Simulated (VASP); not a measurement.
# BaS (P6_3/mmc) in VASP: single point with PBEsol

Aim: the single point of BaS with PBEsol.

Program: VASP 6.6.1. These are calculated values, not measurements. Logs are shortened: lines on timing, memory, paths and dates and some standing lists are left out, and cuts for length are marked.

### Step 1. The cell of the first run

Symmetry: P6_3/mmc, No. 194, hexagonal system. The conventional cell has a = 4.442 Å, b = 4.442 Å, c = 7.789 Å, α = 90.00°, β = 90.00°, γ = 120.00°. Within 4.2 Å of Ba (site symmetry -3m) lie 6 S at 3.22 Å and 2 Ba at 3.89 Å. S (site symmetry -6m2) has 6 Ba at 3.22 Å within 4.2 Å.

### Step 2. Single point, PBEsol

The input, INCAR:

```
PREC     = Accurate       # precision mode
ENCUT    = 520            # plane-wave cutoff, eV
EDIFF    = 1E-6           # SCF threshold, eV
ISMEAR   = 0              # smearing method
SIGMA    = 0.01           # smearing width, eV
LREAL    = False          # projectors in reciprocal space
LASPH    = True           # aspherical terms in the spheres
NELM     = 100            # most SCF steps
ALGO     = Normal         # electronic algorithm
ISIF     = 2              # what is computed and relaxed
LWAVE    = False          # write WAVECAR
LCHARG   = False          # write CHGCAR
GGA      = PS             # functional
NBANDS   = 24             # bands
```

The input, KPOINTS:

```
regular mesh
0
Gamma
  6 6 2
```

The input, POSCAR:

```
BaS
1.0
    4.4421900005      0.0000000000      0.0000000000
   -2.2210950002      3.8470493889      0.0000000000
    0.0000000000      0.0000000000      7.7894608866
Ba S
2 2
Direct
    0.0000000000      0.0000000000      0.0000000000
    0.0000000000      0.0000000000      0.5000000000
    0.3333333333      0.6666666667      0.2500000000
    0.6666666667      0.3333333333      0.7500000000
```

Potentials or basis: VASP PAW PBE potentials, release 64 (Ba_sv, S).

Launch:

```console
cat potpaw_PBE.64/Ba_sv/POTCAR potpaw_PBE.64/S/POTCAR > POTCAR
mpirun -np 1 vasp_std > vasp.out
```

OUTCAR:

```text
PREC = Accurate
   ENCUT = 520
   EDIFF = 1E-6
   ISMEAR = 0
   LREAL = False
   LASPH = True
   NELM = 100
   ISIF = 2
   GGA = PS

 ion  position               nearest neighbor table
   1  0.000  0.000  0.000-   3 3.22   4 3.22   4 3.22   3 3.22   4 3.22   3 3.22   2 3.89   2 3.89

   2  0.000  0.000  0.500-   3 3.22   4 3.22   4 3.22   3 3.22   4 3.22   3 3.22   1 3.89   1 3.89

   3  0.333  0.667  0.250-   1 3.22   2 3.22   1 3.22   2 3.22   1 3.22   2 3.22
   4  0.667  0.333  0.750-   1 3.22   2 3.22   1 3.22   2 3.22   1 3.22   2 3.22

  LATTYP: Found a hexagonal cell.
 ALAT       =     4.4421900005
 C/A-ratio  =     1.7535181714

  Lattice vectors:

 A1 = (   4.4421900005,   0.0000000000,   0.0000000000)
 A2 = (  -2.2210950002,   3.8470493889,   0.0000000000)
 A3 = (   0.0000000000,   0.0000000000,   7.7894608866)

Analysis of symmetry for initial positions (statically):
=====================================================================
 Subroutine PRICEL returns:
 Original cell was already a primitive cell.

 Routine SETGRP: Setting up the symmetry group for a
 hexagonal supercell.

 Subroutine GETGRP returns: Found 24 space group operations
 (whereof 12 operations were pure point group operations)
 out of a pool of 24 trial point group operations.

The static configuration has the point symmetry D_3d.
 The point group associated with its full space group is D_6h.

Analysis of symmetry for dynamics (positions and initial velocities):
=====================================================================
 Subroutine PRICEL returns:
 Original cell was already a primitive cell.

 Routine SETGRP: Setting up the symmetry group for a
 hexagonal supercell.

 Subroutine GETGRP returns: Found 24 space group operations
 (whereof 12 operations were pure point group operations)
 out of a pool of 24 trial point group operations.

The dynamic configuration has the point symmetry D_3d.
 The point group associated with its full space group is D_6h.

 Subroutine INISYM returns: Found 24 space group operations
 (whereof 12 operations are pure point group operations),
 and found     1 'primitive' translations

----------------------------------------------------------------------------------------

                                     Primitive cell

  volume of cell :     133.1166

  direct lattice vectors                    reciprocal lattice vectors
     4.442190001  0.000000000  0.000000000     0.225114189  0.129969738  0.000000000
    -2.221095000  3.847049389  0.000000000     0.000000000  0.259939475  0.000000000
     0.000000000  0.000000000  7.789460887     0.000000000  0.000000000  0.128378589

  length of vectors
     4.442190001  4.442190001  7.789460887     0.259939475  0.259939475  0.128378589

  position of ions in fractional coordinates (direct lattice)
     0.000000000  0.000000000  0.000000000
     0.000000000  0.000000000  0.500000000
     0.333333333  0.666666667  0.250000000
     0.666666667  0.333333333  0.750000000

  ion indices of the primitive-cell ions
   primitive index   ion index
                 1           1
                 2           2
                 3           3
                 4           4

----------------------------------------------------------------------------------------

 KPOINTS: regular mesh

Automatic generation of k-mesh.
 Grid dimensions read from file:
 generate k-points for:    6    6    2

 Generating k-lattice:

  Cartesian coordinates                     Fractional coordinates (reciprocal lattice)
     0.037519032  0.021661623  0.000000000     0.166666667  0.000000000  0.000000000
     0.000000000  0.043323246  0.000000000     0.000000000  0.166666667  0.000000000
     0.000000000  0.000000000  0.064189295     0.000000000  0.000000000  0.500000000

  Length of vectors
     0.043323246  0.043323246  0.064189295

  Shift w.r.t. Gamma in fractional coordinates (k-lattice)
     0.000000000  0.000000000  0.000000000

 Subroutine IBZKPT returns following result:
 ===========================================

 Found     14 irreducible k-points:

 Following reciprocal coordinates:
            Coordinates               Weight
  0.000000  0.000000  0.000000      1.000000
  0.166667  0.000000  0.000000      6.000000
  0.333333  0.000000  0.000000      6.000000
  0.500000 -0.000000  0.000000      3.000000
  0.166667  0.166667  0.000000      6.000000
  0.333333  0.166667  0.000000     12.000000
  0.333333  0.333333  0.000000      2.000000
  0.000000  0.000000  0.500000      1.000000
  0.166667  0.000000  0.500000      6.000000
  0.333333  0.000000  0.500000      6.000000
  0.500000 -0.000000  0.500000      3.000000
  0.166667  0.166667  0.500000      6.000000
  0.333333  0.166667  0.500000     12.000000
  0.333333  0.333333  0.500000      2.000000
   k-points           NKPTS =     14   k-points in BZ     NKDIM =     14   number of bands    NBANDS=     24
   number of dos      NEDOS =    301   number of ions     NIONS =      4
   total plane-waves  NPLWV =  77760
   dimension x,y,z NGX =    36 NGY =   36 NGZ =   60
   dimension x,y,z NGXF=    72 NGYF=   72 NGZF=  120
   ions per type =               2   2
   NGX,Y,Z   is equivalent  to a cutoff of  13.47, 13.47, 12.81 a.u.
   NGXF,Y,Z  is equivalent  to a cutoff of  26.95, 26.95, 25.61 a.u.
 SYSTEM =  unknown system
   PREC   = accura    normal or accurate (medium, high low for compatibility)
   ISTART =      0    job   : 0-new  1-cont  2-samecut
   ICHARG =      2    charge: 1-file 2-atom 10-const
   ISPIN  =      1    spin polarized calculation?
   LNONCOLLINEAR =      F non collinear calculations
   LSORBIT =      F    spin-orbit coupling
   LASPH  =      T    aspherical Exc in radial PAW
   ENCUT  =  520.0 eV  38.22 Ry    6.18 a.u.   8.26  8.26 14.48*2*pi/ulx,y,z
   NELM   =    100;   NELMIN=  2; NELMDL= -5     # of ELM steps
   EDIFF  = 0.1E-05   stopping-criterion for ELM
   LREAL  =      F    real-space projection
   EDIFFG = 0.1E-04   stopping-criterion for IOM
   NSW    =      0    number of steps for IOM
   IBRION =     -1    ionic relax: 0-MD 1-quasi-New 2-CG
   NFREE  =      0    steps in history (QN), initial steepest desc. (CG)
   ISIF   =      2    stress and relaxation
   ISYM   =      2    0-nonsym 1-usesym 2-fastsym
   POTIM  = 0.5000    time-step for ionic-motion
   TEBEG  =    0.0;   TEEND  =   0.0 temperature during run
   PSTRESS=    0.0 pullay stress
   NELECT =      32.0000    total number of electrons
   NUPDOWN=      -1.0000    fix difference up-down
   EMIN   =  10.00;   EMAX   =-10.00  energy-range for DOS
   EFERMI =   0.00;   METHOD = LEGACY
   ISMEAR =     0;   SIGMA  =   0.01  broadening in eV -4-tet -1-fermi 0-gaus
   EFERMI_NEDOS =   21; number of points for ismear=-14 and -15
   IALGO  =     38    algorithm
   IMIX   =      4    mixing-type and parameters
     AMIX     =   0.40;   BMIX     =  1.00
     AMIX_MAG =   1.60;   BMIX_MAG =  1.00
  volume/ion in A,a.u.               =      33.28       224.58
  Fermi-wavevector in a.u.,A,eV,Ry     =   1.017921  1.923592 14.097855  1.036163
  Thomas-Fermi vector in A             =   2.151349
   LORBIT       =      0    0 simple, 1 ext, 2 COOP (PROOUT), +10 PAW based schemes
   GGA     = PS    functional components
   LHFCALC =     F    Hartree Fock is set to
   AEXX    =    0.0000 exact exchange contribution
   IVDW    =     0    specifies the selected vdW correction
   LEPSILON=     F    determine dielectric tensor
   LRPA    =     F    only Hartree local field effects (RPA)
 non-spin polarized calculation
 Gauss-broadening in eV      SIGMA  =   0.01
  energy-cutoff  :      520.00
  volume of cell :      133.12
 maximum number of plane-waves:      3608
 NGX is ok and might be reduce to    36
   NGX = 17   NGY = 17   NGZ = 29

 number of electron      32.0000001 magnetization

 Free energy of the ion-electron system (eV)
  ---------------------------------------------------
  ext. energy  EPLUGINS =         0.00000000
  ---------------------------------------------------
  free energy    TOTEN  =       -21.00786577 eV

  energy without entropy =      -21.00786577  energy(sigma->0) =      -21.00786577

 E-fermi :   1.4394     XC(G=0):  -8.7190

 val. band max:        1.3351880067   @ k =   0.0000   0.0000   0.0000
 cond. band min:       3.5335655375   @ k =   0.5000  -0.0000   0.0000
 fundamental gap:      2.1983775308
 Fermi energy:         1.4393979494

 k-point     1 :       0.0000    0.0000    0.0000
  band No.  band energies     occupation
      1     -25.0486      2.00000
      2     -24.9698      2.00000
      3     -11.3088      2.00000
      4     -10.0942      2.00000
      5     -10.0942      2.00000
      6      -9.9785      2.00000
[... 16 lines left out ...]
     23       6.7340      0.00000
     24       7.5464      0.00000

 k-point     2 :       0.1667    0.0000    0.0000
  band No.  band energies     occupation
      1     -25.0395      2.00000
      2     -24.9619      2.00000
      3     -11.2039      2.00000
      4     -10.4274      2.00000
      5     -10.1241      2.00000
      6     -10.0943      2.00000
[... 16 lines left out ...]
     23       7.3947      0.00000
     24       7.8429      0.00000

 k-point     3 :       0.3333    0.0000    0.0000
  band No.  band energies     occupation
      1     -25.0212      2.00000
      2     -24.9463      2.00000
      3     -11.0206      2.00000
      4     -10.7706      2.00000
      5     -10.3128      2.00000
      6     -10.1826      2.00000
[... 16 lines left out ...]
     23       7.7226      0.00000
     24       7.9547      0.00000
[... 244 lines left out ...]
 k-point    13 :       0.3333    0.1667    0.5000
  band No.  band energies     occupation
      1     -24.9755      2.00000
      2     -24.9755      2.00000
      3     -10.7415      2.00000
      4     -10.7415      2.00000
      5     -10.3163      2.00000
      6     -10.3163      2.00000
[... 16 lines left out ...]
     23       7.7582      0.00000
     24       7.7582      0.00000

 k-point    14 :       0.3333    0.3333    0.5000
  band No.  band energies     occupation
      1     -24.9712      2.00000
      2     -24.9712      2.00000
      3     -10.6925      2.00000
      4     -10.6925      2.00000
      5     -10.3668      2.00000
      6     -10.3668      2.00000
[... 16 lines left out ...]
     23       7.3520      0.00000
     24       7.3520      0.00000

------------------------ aborting loop because EDIFF is reached ----------------------------------------

  FORCE on cell =-STRESS in cart. coord.  units (eV):
  Direction    XX          YY          ZZ          XY          YZ          ZX
  --------------------------------------------------------------------------------------
  -------------------------------------------------------------------------------------
  Total       -0.9416956     -0.9416956     -0.8976415     -0.0000000      0.0000000      0.0000000
  in kB      -11.3341466    -11.3341466    -10.8039161     -0.0000000      0.0000000      0.0000000
  external PRESSURE =     -11.1574031 kB  Pullay stress =       0.0000000 kB

 VOLUME and BASIS-vectors are now :
 -----------------------------------------------------------------------------
  energy-cutoff  :      520.00
  volume of cell :      133.12
      direct lattice vectors                 reciprocal lattice vectors
     4.442190001  0.000000000  0.000000000     0.225114189  0.129969738  0.000000000
    -2.221095000  3.847049389  0.000000000     0.000000000  0.259939475  0.000000000
     0.000000000  0.000000000  7.789460887     0.000000000  0.000000000  0.128378589

 POSITION                                       TOTAL-FORCE (eV/Angst)
 -----------------------------------------------------------------------------------
      0.00000      0.00000      0.00000        -0.000000      0.000000      0.000000
      0.00000      0.00000      3.89473        -0.000000      0.000000      0.000000
     -0.00000      2.56470      1.94737        -0.000000      0.000000      0.000000
      2.22110      1.28235      5.84210         0.000000      0.000000     -0.000000
 -----------------------------------------------------------------------------------
    total drift:                               -0.000000      0.000000     -0.000000

  FREE ENERGIE OF THE ION-ELECTRON SYSTEM (eV)
  ---------------------------------------------------
  free  energy   TOTEN  =       -21.0078657723 eV

  energy  without entropy=      -21.0078657723  energy(sigma->0) =      -21.00786577
```

Run time: 27 s. Hardware: 1 thread of Intel Xeon Platinum 8488C (Sapphire Rapids), shared host; peak memory 0.27 GiB.

What came out:

```yaml
Free_energy: -21.0079 eV
Pressure: -1.1 GPa
Band_gap_on_the_k_mesh: 2.20 eV, indirect (least direct gap 2.20 eV)
```

Caveat: the PAW data sets were made with another functional, which shifts forces and pressure a little; spin-orbit coupling is left out, which moves the levels of the heavy elements. A k mesh can miss the band edges.
